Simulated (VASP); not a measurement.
# CO (Pm-3m) in VASP: notebook, part 2 of 2

VASP 6.6.1. Earlier steps stand in the parts before.

## Step 3: Single point, r2SCAN

This run uses another cell than the first one, of 7.74 Å³/atom, 0.633 times its volume.

POSCAR

```
CO
1.0
    2.4925634542      0.0000000000      0.0000000000
    0.0000000000      2.4925634542      0.0000000000
    0.0000000000      0.0000000000      2.4925634542
C O
1 1
Direct
    0.0000000000      0.0000000000      0.0000000000
    0.5000000000      0.5000000000      0.5000000000
```

INCAR.step1

```
ALGO     = Normal         # electronic algorithm
EDIFF    = 1E-4           # SCF threshold, eV
ENCUT    = 520            # plane-wave cutoff, eV
GGA      = PE             # functional
ISMEAR   = 0              # smearing method
LASPH    = T              # aspherical terms in the spheres
LCHARG   = F              # write CHGCAR
LREAL    = F              # projectors in reciprocal space
LWAVE    = T              # write WAVECAR
NBANDS   = 12             # bands
NELM     = 60             # most SCF steps
PREC     = Accurate       # precision mode
SIGMA    = 0.1            # smearing width, eV
```

INCAR.step2

```
ALGO     = Normal         # electronic algorithm
EDIFF    = 1E-6           # SCF threshold, eV
ENCUT    = 520            # plane-wave cutoff, eV
ISIF     = 2              # what is computed and relaxed
ISMEAR   = 0              # smearing method
ISTART   = 1            
LASPH    = T              # aspherical terms in the spheres
LCHARG   = F              # write CHGCAR
LMIXTAU  = T            
LREAL    = F              # projectors in reciprocal space
LWAVE    = F              # write WAVECAR
METAGGA  = R2SCAN         # meta-GGA
NBANDS   = 12             # bands
NELM     = 60             # most SCF steps
PREC     = Accurate       # precision mode
SIGMA    = 0.1            # smearing width, eV
```

KPOINTS

```
k-points
0
Gamma
  22 22 22
```

Potentials or basis: VASP PAW PBE potentials, release 64 (C, O).

Command:

```
cat potpaw_PBE.64/C/POTCAR potpaw_PBE.64/O/POTCAR > POTCAR
cp INCAR.step1 INCAR
mpirun -np 1 vasp_std > vasp.out
cp INCAR.step2 INCAR
mpirun -np 1 vasp_std > vasp.out
```

OUTCAR:

```text
EDIFF = 1E-6
   ENCUT = 520
   ISIF = 2
   ISMEAR = 0
   ISTART = 1
   LASPH = T
   LREAL = F
   METAGGA = R2SCAN
   NELM = 60
   PREC = Accurate

 ion  position               nearest neighbor table
   1  0.000  0.000  0.000-
   2  0.500  0.500  0.500-

  LATTYP: Found a simple cubic cell.
 ALAT       =     2.4925634542

  Lattice vectors:

 A1 = (   2.4925634542,   0.0000000000,   0.0000000000)
 A2 = (   0.0000000000,   2.4925634542,   0.0000000000)
 A3 = (   0.0000000000,   0.0000000000,   2.4925634542)

Analysis of symmetry for initial positions (statically):
=====================================================================
 Subroutine PRICEL returns:
 Original cell was already a primitive cell.

 Routine SETGRP: Setting up the symmetry group for a
 simple cubic supercell.

 Subroutine GETGRP returns: Found 48 space group operations
 (whereof 48 operations were pure point group operations)
 out of a pool of 48 trial point group operations.

The static configuration has the point symmetry O_h .

Analysis of symmetry for dynamics (positions and initial velocities):
=====================================================================
 Subroutine PRICEL returns:
 Original cell was already a primitive cell.

 Routine SETGRP: Setting up the symmetry group for a
 simple cubic supercell.

 Subroutine GETGRP returns: Found 48 space group operations
 (whereof 48 operations were pure point group operations)
 out of a pool of 48 trial point group operations.

The dynamic configuration has the point symmetry O_h .

 Subroutine INISYM returns: Found 48 space group operations
 (whereof 48 operations are pure point group operations),
 and found     1 'primitive' translations

----------------------------------------------------------------------------------------

                                     Primitive cell

  volume of cell :      15.4860

  direct lattice vectors                    reciprocal lattice vectors
     2.492563454  0.000000000  0.000000000     0.401193397  0.000000000  0.000000000
     0.000000000  2.492563454  0.000000000     0.000000000  0.401193397  0.000000000
     0.000000000  0.000000000  2.492563454     0.000000000  0.000000000  0.401193397

  length of vectors
     2.492563454  2.492563454  2.492563454     0.401193397  0.401193397  0.401193397

  position of ions in fractional coordinates (direct lattice)
     0.000000000  0.000000000  0.000000000
     0.500000000  0.500000000  0.500000000

  ion indices of the primitive-cell ions
   primitive index   ion index
                 1           1
                 2           2

----------------------------------------------------------------------------------------

 KPOINTS: k-points

Automatic generation of k-mesh.
 Grid dimensions read from file:
 generate k-points for:   22   22   22

 Generating k-lattice:

  Cartesian coordinates                     Fractional coordinates (reciprocal lattice)
     0.018236064  0.000000000  0.000000000     0.045454545  0.000000000  0.000000000
     0.000000000  0.018236064  0.000000000     0.000000000  0.045454545  0.000000000
     0.000000000  0.000000000  0.018236064     0.000000000  0.000000000  0.045454545

  Length of vectors
     0.018236064  0.018236064  0.018236064

  Shift w.r.t. Gamma in fractional coordinates (k-lattice)
     0.000000000  0.000000000  0.000000000

 Subroutine IBZKPT returns following result:
 ===========================================

 Found    364 irreducible k-points:

 Following reciprocal coordinates:
            Coordinates               Weight
  0.000000  0.000000  0.000000      1.000000
  0.045455  0.000000  0.000000      6.000000
  0.090909  0.000000  0.000000      6.000000
  0.136364  0.000000  0.000000      6.000000
  0.181818  0.000000  0.000000      6.000000
  0.227273  0.000000  0.000000      6.000000
[... 16 lines left out ...]
  0.500000  0.045455  0.000000     12.000000
  0.090909  0.090909  0.000000     12.000000
 [... further k-points ...]
   k-points           NKPTS =    364   k-points in BZ     NKDIM =    364   number of bands    NBANDS=     12
   number of dos      NEDOS =    301   number of ions     NIONS =      2
   total plane-waves  NPLWV =   8000
   dimension x,y,z NGX =    20 NGY =   20 NGZ =   20
   dimension x,y,z NGXF=    40 NGYF=   40 NGZF=   40
   ions per type =               1   1
   NGX,Y,Z   is equivalent  to a cutoff of  13.34, 13.34, 13.34 a.u.
   NGXF,Y,Z  is equivalent  to a cutoff of  26.68, 26.68, 26.68 a.u.
 SYSTEM =  unknown system
   PREC   = accura    normal or accurate (medium, high low for compatibility)
   ISTART =      1    job   : 0-new  1-cont  2-samecut
   ICHARG =      0    charge: 1-file 2-atom 10-const
   ISPIN  =      1    spin polarized calculation?
   LNONCOLLINEAR =      F non collinear calculations
   LSORBIT =      F    spin-orbit coupling
   LASPH  =      T    aspherical Exc in radial PAW
   ENCUT  =  520.0 eV  38.22 Ry    6.18 a.u.   4.63  4.63  4.63*2*pi/ulx,y,z
   NELM   =     60;   NELMIN=  2; NELMDL=  0     # of ELM steps
   EDIFF  = 0.1E-05   stopping-criterion for ELM
   LREAL  =      F    real-space projection
   EDIFFG = 0.1E-04   stopping-criterion for IOM
   NSW    =      0    number of steps for IOM
   IBRION =     -1    ionic relax: 0-MD 1-quasi-New 2-CG
   NFREE  =      0    steps in history (QN), initial steepest desc. (CG)
   ISIF   =      2    stress and relaxation
   ISYM   =      2    0-nonsym 1-usesym 2-fastsym
   POTIM  = 0.5000    time-step for ionic-motion
   TEBEG  =    0.0;   TEEND  =   0.0 temperature during run
   PSTRESS=    0.0 pullay stress
   NELECT =      10.0000    total number of electrons
   NUPDOWN=      -1.0000    fix difference up-down
   EMIN   =  10.00;   EMAX   =-10.00  energy-range for DOS
   EFERMI =   0.00;   METHOD = LEGACY
   ISMEAR =     0;   SIGMA  =   0.10  broadening in eV -4-tet -1-fermi 0-gaus
   EFERMI_NEDOS =   21; number of points for ismear=-14 and -15
   IALGO  =     38    algorithm
   IMIX   =      4    mixing-type and parameters
     AMIX     =   0.40;   BMIX     =  1.00
     AMIX_MAG =   1.60;   BMIX_MAG =  1.00
  volume/ion in A,a.u.               =       7.74        52.25
  Fermi-wavevector in a.u.,A,eV,Ry     =   1.415018  2.673996 27.242615  2.002276
  Thomas-Fermi vector in A             =   2.536500
   LORBIT       =      0    0 simple, 1 ext, 2 COOP (PROOUT), +10 PAW based schemes
   METAGGA = R2SCAN    functional components
   LHFCALC =     F    Hartree Fock is set to
   AEXX    =    0.0000 exact exchange contribution
   IVDW    =     0    specifies the selected vdW correction
   LEPSILON=     F    determine dielectric tensor
   LRPA    =     F    only Hartree local field effects (RPA)
 non-spin polarized calculation
 Gauss-broadening in eV      SIGMA  =   0.10
  energy-cutoff  :      520.00
  volume of cell :       15.49
 maximum number of plane-waves:       437
 NGX is ok and might be reduce to    20
   NGX =  9   NGY =  9   NGZ =  9

 number of electron       9.9999998 magnetization

 Free energy of the ion-electron system (eV)
  ---------------------------------------------------
  ext. energy  EPLUGINS =         0.00000000
  ---------------------------------------------------
  free energy    TOTEN  =        -9.50363354 eV

  energy without entropy =       -9.49860121  energy(sigma->0) =       -9.50111737

 E-fermi :   4.6759     XC(G=0): -13.0739

 val. band max:        4.6710213792   @ k =   0.4091   0.0909   0.0000
 cond. band min:       4.6788882349   @ k =   0.1818   0.1364   0.1364
 fundamental gap:      0.0078668557
 Fermi energy:         4.6759333726

 k-point     1 :       0.0000    0.0000    0.0000
  band No.  band energies     occupation
      1     -17.0961      2.00000
      2      -3.2401      2.00000
      3       1.9111      2.00000
      4       1.9111      2.00000
      5       1.9111      2.00000
      6      10.1759      0.00000
      7      10.1759      0.00000
      8      10.1759      0.00000
      9      19.9300      0.00000
     10      19.9300      0.00000
     11      30.8738      0.00000
     12      39.1570      0.00000
[... 331 lines left out ...]
 k-point    24 :       0.0909    0.0909    0.0000
  band No.  band energies     occupation
      1     -16.8471      2.00000
      2      -3.8546      2.00000
      3       1.3871      2.00000
      4       2.1228      2.00000
      5       2.6470      2.00000
      6       9.4128      0.00000
      7       9.9302      0.00000
      8       9.9780      0.00000
      9      20.6385      0.00000
     10      21.2303      0.00000
     11      31.1325      0.00000
     12      36.7531      0.00000

 [... further k-points ...]
[... 5 lines left out ...]
  --------------------------------------------------------------------------------------
  -------------------------------------------------------------------------------------
  Total       -0.0262445     -0.0262445     -0.0262445      0.0000000      0.0000000     -0.0000000
  in kB       -2.7152512     -2.7152512     -2.7152512      0.0000000      0.0000000     -0.0000000
  external PRESSURE =      -2.7152512 kB  Pullay stress =       0.0000000 kB

 VOLUME and BASIS-vectors are now :
 -----------------------------------------------------------------------------
  energy-cutoff  :      520.00
  volume of cell :       15.49
      direct lattice vectors                 reciprocal lattice vectors
     2.492563454  0.000000000  0.000000000     0.401193397  0.000000000  0.000000000
     0.000000000  2.492563454  0.000000000     0.000000000  0.401193397  0.000000000
     0.000000000  0.000000000  2.492563454     0.000000000  0.000000000  0.401193397

 POSITION                                       TOTAL-FORCE (eV/Angst)
 -----------------------------------------------------------------------------------
      0.00000      0.00000      0.00000         0.000000      0.000000      0.000000
      1.24628      1.24628      1.24628         0.000000      0.000000      0.000000
 -----------------------------------------------------------------------------------
    total drift:                                0.000000      0.000000      0.000000

  FREE ENERGIE OF THE ION-ELECTRON SYSTEM (eV)
  ---------------------------------------------------
  free  energy   TOTEN  =        -9.5036335412 eV

  energy  without entropy=       -9.4986012075  energy(sigma->0) =       -9.50111737
```

Run time: 2.5 min. Hardware: 1 thread of Intel Xeon Platinum 8259CL at 2.50GHz (Skylake/Cascade Lake), shared host; peak memory 0.17 GiB.

What came out:

```yaml
Free_energy: -9.5036 eV
Pressure: -0.3 GPa
Band_gap_on_the_k_mesh: zero (band 5 reaches 4.99 eV, above the bottom of band 6 at 3.09 eV)
```

Caveat: the PAW data sets were made with another functional, which shifts forces and pressure a little.
